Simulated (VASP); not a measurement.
# Be7S (P312) in VASP: notebook

The runs below take Be7S through single point, relaxation of cell and atoms, with PBE.

Everything below comes from runs of VASP 6.6.1. Logs are shortened: lines on timing, memory, paths and dates and some standing lists are left out, and cuts for length are marked.

**1. The cell of the first run**

It takes space group P312 (No. 149, trigonal). Conventional cell: a = 3.743 Å, b = 3.743 Å, c = 6.592 Å, α = 90.00°, β = 90.00°, γ = 120.00°. Be (site symmetry 1) has 10 Be at 2.13 to 2.65 Å and 1 S at 2.67 Å within 2.8 Å. Be (site symmetry 32) has 3 S at 2.16 Å and 6 Be at 2.65 Å within 2.9 Å. S (site symmetry 32) has 9 Be at 2.16 to 2.67 Å within 2.9 Å.

**2. Single point, PBE**

INCAR

```
SYSTEM = Be7S
ALGO = Normal
EDIFF = 1E-6
ENCUT = 520
GGA = PE
ISIF = 2
ISMEAR = 0
LASPH = .TRUE.
LCHARG = .FALSE.
LREAL = .FALSE.
LWAVE = .FALSE.
NBANDS = 20
NELM = 60
PREC = Accurate
SIGMA = 0.2
```

KPOINTS

```
k-points
0
G
  5 5 3
  0 0 0
```

POSCAR

```
Be7S
1.0
    3.7425035429      0.0000000000      0.0000000000
   -1.8712517714      3.2411031419      0.0000000000
    0.0000000000      0.0000000000      6.5923845119
Be S
7 1
Direct
    0.0039684112      0.3376005734      0.3565977672
    0.6623994266     -0.0039684112      0.6434022328
    0.0039684112      0.6663678378      0.6434022328
    0.6623994266      0.6663678378      0.3565977672
    0.3336321622     -0.0039684112      0.3565977672
    0.3336321622      0.3376005734      0.6434022328
    0.3333333333      0.6666666667      0.0000000000
    0.0000000000      0.0000000000      0.0000000000
```

Potentials or basis: VASP PAW PBE potentials, release 64 (Be, S).

On the command line:

```
$ cat potpaw_PBE.64/Be/POTCAR potpaw_PBE.64/S/POTCAR > POTCAR
$ mpirun -np 1 vasp_std > vasp.out
```

OUTCAR:

```text
SYSTEM = Be7S
   EDIFF = 1E-6
   ENCUT = 520
   GGA = PE
   ISIF = 2
   ISMEAR = 0
   LASPH = .TRUE.
   LREAL = .FALSE.
   NELM = 60
   PREC = Accurate

 ion  position               nearest neighbor table
   1  0.004  0.338  0.357-   5 2.13   4 2.13   4 2.17   5 2.17   5 2.18   4 2.18   3 2.26   6 2.26
                             2 2.28
   2  0.662  0.996  0.643-   6 2.13   3 2.13   6 2.17   3 2.17   3 2.18   6 2.18   5 2.26   4 2.26
                             1 2.28
   3  0.004  0.666  0.643-   6 2.13   2 2.13   2 2.17   6 2.17   2 2.18   6 2.18   1 2.26   5 2.26
                             4 2.28
   4  0.662  0.666  0.357-   5 2.13   1 2.13   1 2.17   5 2.17   1 2.18   5 2.18   6 2.26   2 2.26
                             3 2.28
   5  0.334  0.996  0.357-   4 2.13   1 2.13   4 2.17   1 2.17   1 2.18   4 2.18   2 2.26   3 2.26
                             6 2.28
   6  0.334  0.338  0.643-   3 2.13   2 2.13   2 2.17   3 2.17   3 2.18   2 2.18   4 2.26   1 2.26
                             5 2.28
   7  0.333  0.667  0.000-   8 2.16   8 2.16   8 2.16
   8  0.000  0.000  0.000-   7 2.16   7 2.16   7 2.16

  LATTYP: Found a hexagonal cell.
 ALAT       =     3.7425035429
 C/A-ratio  =     1.7614905200

  Lattice vectors:

 A1 = (   3.7425035429,   0.0000000000,   0.0000000000)
 A2 = (  -1.8712517714,   3.2411031419,   0.0000000000)
 A3 = (   0.0000000000,   0.0000000000,   6.5923845119)

Analysis of symmetry for initial positions (statically):
=====================================================================
 Subroutine PRICEL returns:
 Original cell was already a primitive cell.

 Routine SETGRP: Setting up the symmetry group for a
 hexagonal supercell.

 Subroutine GETGRP returns: Found  6 space group operations
 (whereof  6 operations were pure point group operations)
 out of a pool of 24 trial point group operations.

The static configuration has the point symmetry D_3 .

Analysis of symmetry for dynamics (positions and initial velocities):
=====================================================================
 Subroutine PRICEL returns:
 Original cell was already a primitive cell.

 Routine SETGRP: Setting up the symmetry group for a
 hexagonal supercell.

 Subroutine GETGRP returns: Found  6 space group operations
 (whereof  6 operations were pure point group operations)
 out of a pool of 24 trial point group operations.

The dynamic configuration has the point symmetry D_3 .

 Subroutine INISYM returns: Found  6 space group operations
 (whereof  6 operations are pure point group operations),
 and found     1 'primitive' translations

----------------------------------------------------------------------------------------

                                     Primitive cell

  volume of cell :      79.9646

  direct lattice vectors                    reciprocal lattice vectors
     3.742503543  0.000000000  0.000000000     0.267200816  0.154268463  0.000000000
    -1.871251771  3.241103142  0.000000000     0.000000000  0.308536926  0.000000000
     0.000000000  0.000000000  6.592384512     0.000000000  0.000000000  0.151690181

  length of vectors
     3.742503543  3.742503543  6.592384512     0.308536926  0.308536926  0.151690181

  position of ions in fractional coordinates (direct lattice)
     0.003968411  0.337600573  0.356597767
     0.662399427  0.996031589  0.643402233
     0.003968411  0.666367838  0.643402233
     0.662399427  0.666367838  0.356597767
     0.333632162  0.996031589  0.356597767
     0.333632162  0.337600573  0.643402233
     0.333333333  0.666666667  0.000000000
     0.000000000  0.000000000  0.000000000

  ion indices of the primitive-cell ions
   primitive index   ion index
                 1           1
                 2           2
                 3           3
                 4           4
                 5           5
                 6           6
                 7           7
                 8           8

----------------------------------------------------------------------------------------

 KPOINTS: k-points

Automatic generation of k-mesh.
 Grid dimensions read from file:
 generate k-points for:    5    5    3

 Generating k-lattice:

  Cartesian coordinates                     Fractional coordinates (reciprocal lattice)
     0.053440163  0.030853693  0.000000000     0.200000000  0.000000000  0.000000000
     0.000000000  0.061707385  0.000000000     0.000000000  0.200000000  0.000000000
     0.000000000  0.000000000  0.050563394     0.000000000  0.000000000  0.333333333

  Length of vectors
     0.061707385  0.061707385  0.050563394

  Shift w.r.t. Gamma in fractional coordinates (k-lattice)
     0.000000000  0.000000000  0.000000000

 Subroutine IBZKPT returns following result:
 ===========================================

 Found     12 irreducible k-points:

 Following reciprocal coordinates:
            Coordinates               Weight
  0.000000  0.000000  0.000000      1.000000
  0.200000 -0.000000  0.000000      6.000000
  0.400000 -0.000000  0.000000      6.000000
  0.200000  0.200000  0.000000      6.000000
  0.400000  0.200000  0.000000      6.000000
  0.000000  0.000000  0.333333      2.000000
  0.200000 -0.000000  0.333333     12.000000
  0.400000 -0.000000  0.333333     12.000000
  0.200000  0.200000  0.333333      6.000000
 -0.200000  0.400000  0.333333      6.000000
  0.400000  0.200000  0.333333      6.000000
 -0.200000 -0.400000  0.333333      6.000000
   k-points           NKPTS =     12   k-points in BZ     NKDIM =     12   number of bands    NBANDS=     20
   number of dos      NEDOS =    301   number of ions     NIONS =      8
   total plane-waves  NPLWV =  39200
   dimension x,y,z NGX =    28 NGY =   28 NGZ =   50
   dimension x,y,z NGXF=    56 NGYF=   56 NGZF=  100
   ions per type =               7   1
   NGX,Y,Z   is equivalent  to a cutoff of  12.44, 12.44, 12.61 a.u.
   NGXF,Y,Z  is equivalent  to a cutoff of  24.88, 24.88, 25.22 a.u.
 SYSTEM =  Be7S
   PREC   = accura    normal or accurate (medium, high low for compatibility)
   ISTART =      0    job   : 0-new  1-cont  2-samecut
   ICHARG =      2    charge: 1-file 2-atom 10-const
   ISPIN  =      1    spin polarized calculation?
   LNONCOLLINEAR =      F non collinear calculations
   LSORBIT =      F    spin-orbit coupling
   LASPH  =      T    aspherical Exc in radial PAW
   ENCUT  =  520.0 eV  38.22 Ry    6.18 a.u.   6.96  6.96 12.26*2*pi/ulx,y,z
   NELM   =     60;   NELMIN=  2; NELMDL= -5     # of ELM steps
   EDIFF  = 0.1E-05   stopping-criterion for ELM
   LREAL  =      F    real-space projection
   EDIFFG = 0.1E-04   stopping-criterion for IOM
   NSW    =      0    number of steps for IOM
   IBRION =     -1    ionic relax: 0-MD 1-quasi-New 2-CG
   NFREE  =      0    steps in history (QN), initial steepest desc. (CG)
   ISIF   =      2    stress and relaxation
   ISYM   =      2    0-nonsym 1-usesym 2-fastsym
   POTIM  = 0.5000    time-step for ionic-motion
   TEBEG  =    0.0;   TEEND  =   0.0 temperature during run
   PSTRESS=    0.0 pullay stress
   NELECT =      20.0000    total number of electrons
   NUPDOWN=      -1.0000    fix difference up-down
   EMIN   =  10.00;   EMAX   =-10.00  energy-range for DOS
   EFERMI =   0.00;   METHOD = LEGACY
   ISMEAR =     0;   SIGMA  =   0.20  broadening in eV -4-tet -1-fermi 0-gaus
   EFERMI_NEDOS =   21; number of points for ismear=-14 and -15
   IALGO  =     38    algorithm
   IMIX   =      4    mixing-type and parameters
     AMIX     =   0.40;   BMIX     =  1.00
     AMIX_MAG =   1.60;   BMIX_MAG =  1.00
  volume/ion in A,a.u.               =      10.00        67.45
  Fermi-wavevector in a.u.,A,eV,Ry     =   1.031460  1.949176 14.475364  1.063909
  Thomas-Fermi vector in A             =   2.165609
   LORBIT       =      0    0 simple, 1 ext, 2 COOP (PROOUT), +10 PAW based schemes
   GGA     = PE    functional components
   LHFCALC =     F    Hartree Fock is set to
   AEXX    =    0.0000 exact exchange contribution
   IVDW    =     0    specifies the selected vdW correction
   LEPSILON=     F    determine dielectric tensor
   LRPA    =     F    only Hartree local field effects (RPA)
 non-spin polarized calculation
 Gauss-broadening in eV      SIGMA  =   0.20
  energy-cutoff  :      520.00
  volume of cell :       79.96
 maximum number of plane-waves:      2161
   NGX = 13   NGY = 13   NGZ = 25

 number of electron      20.0000002 magnetization

 Free energy of the ion-electron system (eV)
  ---------------------------------------------------
  ext. energy  EPLUGINS =         0.00000000
  ---------------------------------------------------
  free energy    TOTEN  =       -29.12171076 eV

  energy without entropy =      -29.06138813  energy(sigma->0) =      -29.09154944

 E-fermi :   6.1528     XC(G=0): -10.1661

 val. band max:        6.0923515052   @ k =   0.0000   0.0000   0.0000
 cond. band min:       6.1650173835   @ k =   0.4000  -0.0000   0.3333
 fundamental gap:      0.0726658784
 Fermi energy:         6.1528164052

 k-point     1 :       0.0000    0.0000    0.0000
  band No.  band energies     occupation
      1      -9.1288      2.00000
      2      -3.4055      2.00000
      3      -1.9732      2.00000
      4       1.9582      2.00000
      5       1.9582      2.00000
      6       3.8732      2.00000
[... 12 lines left out ...]
     19      13.1357      0.00000
     20      13.3804      0.00000

 k-point     2 :       0.2000   -0.0000    0.0000
  band No.  band energies     occupation
      1      -8.9044      2.00000
      2      -3.0249      2.00000
      3      -1.5606      2.00000
      4       0.3687      2.00000
      5       1.5084      2.00000
      6       3.1446      2.00000
[... 12 lines left out ...]
     19      12.3116      0.00000
     20      13.4421      0.00000
[... 189 lines left out ...]
      3      -1.1830      2.00000
      4      -0.5865      2.00000
      5      -0.1701      2.00000
      6       0.8895      2.00000
[... 12 lines left out ...]
     19      14.1951      0.00000
     20      14.6715      0.00000

 k-point    12 :      -0.2000   -0.4000    0.3333
  band No.  band energies     occupation
      1      -8.3201      2.00000
      2      -1.5908      2.00000
      3      -1.1976      2.00000
      4      -0.5531      2.00000
      5      -0.2186      2.00000
      6       0.9896      2.00000
[... 12 lines left out ...]
     19      13.9656      0.00000
     20      14.0776      0.00000

------------------------ aborting loop because EDIFF is reached ----------------------------------------

  FORCE on cell =-STRESS in cart. coord.  units (eV):
  Direction    XX          YY          ZZ          XY          YZ          ZX
  --------------------------------------------------------------------------------------
  -------------------------------------------------------------------------------------
  Total        0.1276413      0.1276413      0.2454037      0.0000000      0.0000000      0.0000000
  in kB        2.5574332      2.5574332      4.9169311      0.0000000      0.0000000      0.0000000
  external PRESSURE =       3.3439325 kB  Pullay stress =       0.0000000 kB

 VOLUME and BASIS-vectors are now :
 -----------------------------------------------------------------------------
  energy-cutoff  :      520.00
  volume of cell :       79.96
      direct lattice vectors                 reciprocal lattice vectors
     3.742503543  0.000000000  0.000000000     0.267200816  0.154268463  0.000000000
    -1.871251771  3.241103142  0.000000000     0.000000000  0.308536926  0.000000000
     0.000000000  0.000000000  6.592384512     0.000000000  0.000000000  0.151690181

 POSITION                                       TOTAL-FORCE (eV/Angst)
 -----------------------------------------------------------------------------------
     -0.61688      1.09420      2.35083        -0.016187     -0.003229     -0.004709
      0.61521      3.22824      4.24155        -0.005297      0.015633      0.004709
     -1.23209      2.15977      4.24155        -0.010890     -0.012404      0.004709
      1.23209      2.15977      2.35083         0.010890     -0.012404     -0.004709
     -0.61521      3.22824      2.35083         0.005297      0.015633     -0.004709
      0.61688      1.09420      4.24155         0.016187     -0.003229      0.004709
     -0.00000      2.16074      0.00000         0.000000      0.000000     -0.000000
      0.00000      0.00000      0.00000         0.000000      0.000000     -0.000000
 -----------------------------------------------------------------------------------
    total drift:                               -0.000000      0.000000      0.000000

  FREE ENERGIE OF THE ION-ELECTRON SYSTEM (eV)
  ---------------------------------------------------
  free  energy   TOTEN  =       -29.1217107582 eV

  energy  without entropy=      -29.0613881315  energy(sigma->0) =      -29.09154944
```

Run time: 39 s. Hardware: 1 thread of AMD EPYC 7R13, shared host; peak memory 0.16 GiB.

Results:

```
Free energy            : -29.1217 eV
Pressure               : 0.3 GPa
Largest force          : 0.017 eV/Å
Band gap on the k mesh : zero (band 10 reaches 6.61 eV, above the bottom of band 11 at 5.83 eV)
```

Forces in eV/Å, atoms in the order of the input:
```
Be  -0.016 -0.003 -0.005
Be  -0.005  0.016  0.005
Be  -0.011 -0.012  0.005
Be   0.011 -0.012 -0.005
Be   0.005  0.016 -0.005
Be   0.016 -0.003  0.005
Be   0.000  0.000  0.000
S    0.000  0.000  0.000
```

Stress tensor (GPa, compression positive):
```
0.26 0.00 0.00
0.00 0.26 0.00
0.00 0.00 0.49
```

Levels at points of the mesh, in eV from the Fermi level:
| k point | band 7 | band 8 | band 9 | band 10 | band 11 | band 12 | band 13 | band 14 |
| --- | --- | --- | --- | --- | --- | --- | --- | --- |
| (0.00, 0.00, 0.00) | -1.09 | -0.50 | -0.06 | 0.45 | 0.45 | 0.75 | 0.75 | 2.17 |

Caveat: the k points lie up to 0.39 Å⁻¹ apart.

**3. Relaxation of cell and atoms, PBE**

This run uses another cell than the first one, of 8.80 Å³/atom, 0.880 times its volume.

INCAR

```
SYSTEM = Be7S
ALGO     = Normal         ! electronic algorithm
EDIFF    = 1E-7           ! SCF threshold, eV
EDIFFG   = -0.08          ! ionic threshold
ENCUT    = 600            ! plane-wave cutoff, eV
GGA      = PE             ! functional
IBRION   = 2              ! ionic algorithm
ISIF     = 3              ! what is computed and relaxed
ISMEAR   = 0              ! smearing method
LASPH    = .TRUE.         ! aspherical terms in the spheres
LCHARG   = .FALSE.        ! write CHGCAR
LREAL    = .FALSE.        ! projectors in reciprocal space
LWAVE    = .FALSE.        ! write WAVECAR
NELM     = 60             ! most SCF steps
NSW      = 36             ! ionic steps
PREC     = Accurate       ! precision mode
SIGMA    = 0.2            ! smearing width, eV
```

KPOINTS is that of step 2.

POSCAR

```
Be7S
1.0
    3.9500000000      0.0000000000      0.0000000000
   -1.9750000000      3.4208003400      0.0000000000
    0.0000000000      0.0000000000      5.2100000000
Be S
7 1
Direct
    0.0000000000      0.3333000000      0.3400000000
    0.6667000000      0.0000000000      0.6600000000
    0.0000000000      0.6667000000      0.6600000000
    0.6667000000      0.6667000000      0.3400000000
    0.3333000000      0.0000000000      0.3400000000
    0.3333000000      0.3333000000      0.6600000000
    0.3333333300      0.6666666700      0.0000000000
    0.0000000000      0.0000000000      0.0000000000
```

Potentials or basis: VASP PAW PBE potentials, release 64 (Be, S).

On the command line:

```
$ cat potpaw_PBE.64/Be/POTCAR potpaw_PBE.64/S/POTCAR > POTCAR
$ mpirun -np 1 vasp_std > vasp.out
```

Run time: 4.6 min. Hardware: 1 thread of AMD EPYC 7R13, shared host; peak memory 0.17 GiB.

The run converged. Its results:

| Quantity | Value |
| --- | --- |
| Free energy | -29.1165 eV |
| Relaxed volume | 10.09 Å³/atom |
| Relaxed cell | a = 3.749 Å, b = 3.749 Å, c = 6.635 Å, α = 90.00°, β = 90.00°, γ = 120.00° |
| Space group after relaxing (to 0.05 Å) | P312 (No. 149) |
| Energy gained by relaxing | 168.3 meV/atom |
| Ionic steps | 12 |
| Pressure after relaxing | -0.6 GPa |
| Largest force after relaxing | 0.076 eV/Å |
| Band gap on the k mesh | zero (band 10 reaches 6.58 eV, above the bottom of band 11 at 5.73 eV) |

Forces on the atoms (eV/Å):
```
Be  -0.019  0.020  0.071
Be  -0.027  0.006 -0.071
Be   0.008 -0.026 -0.071
Be  -0.008 -0.026  0.071
Be   0.027  0.006  0.071
Be   0.019  0.020 -0.071
Be   0.000  0.000  0.000
S    0.000  0.000  0.000
```

Stress tensor (GPa, compression positive):
```
-0.62  0.00  0.00
 0.00 -0.62  0.00
 0.00  0.00 -0.51
```

The path:
| step | energy change (eV) | largest force (eV/Å) | pressure (GPa) | volume (Å³) |
| --- | --- | --- | --- | --- |
| 1 | 0.0000 | 0.3668 | 12.77 | 70.40 |
| 2 | -0.5659 | 0.2881 | 0.62 | 77.73 |
| 3 | -0.6089 | 0.3502 | -6.84 | 84.41 |
| 4 | -0.6354 | 0.3248 | -4.51 | 82.04 |
| 5 | -0.9421 | 0.3151 | -4.06 | 81.29 |
| 6 | -1.1936 | 0.7967 | 4.33 | 77.86 |
| 7 | -1.2547 | 0.4722 | -0.55 | 79.47 |
| 8 | -1.2721 | 0.5326 | 0.63 | 79.03 |
| 9 | -1.2726 | 0.5555 | 1.02 | 78.90 |
| 10 | -1.3369 | 0.1023 | 1.05 | 79.71 |
| 11 | -1.3377 | 0.1076 | 0.98 | 79.63 |
| 12 | -1.3461 | 0.0759 | -0.58 | 80.75 |

Final structure:
```xyz
8
Lattice="3.7487 0.0000 0.0000 -1.8743 3.2465 0.0000 0.0000 0.0000 6.6349" Properties=species:S:1:pos:R:3 pbc="T T T"
Be   -0.6150    1.0943    2.3538
Be    0.6192    3.2319    4.2811
Be   -1.2342    2.1667    4.2811
Be    1.2342    2.1667    2.3538
Be   -0.6192    3.2319    2.3538
Be    0.6150    1.0943    4.2811
Be    0.0000    2.1643    0.0000
S     0.0000    0.0000    0.0000
```

Levels at points of the mesh, in eV from the Fermi level:
| k point | band 6 | band 7 | band 8 | band 9 | band 10 | band 11 | band 12 | band 13 | band 14 | band 15 |
| --- | --- | --- | --- | --- | --- | --- | --- | --- | --- | --- |
| (0.00, 0.00, 0.00) | -2.29 | -1.14 | -0.45 | 0.06 | 0.52 | 0.52 | 0.83 | 0.83 | 2.10 | 2.73 |

Caveat: the k points lie up to 0.39 Å⁻¹ apart in the final cell; the relaxation stopped at a loose force limit of 0.08 eV/Å, so its end isn't a converged minimum.
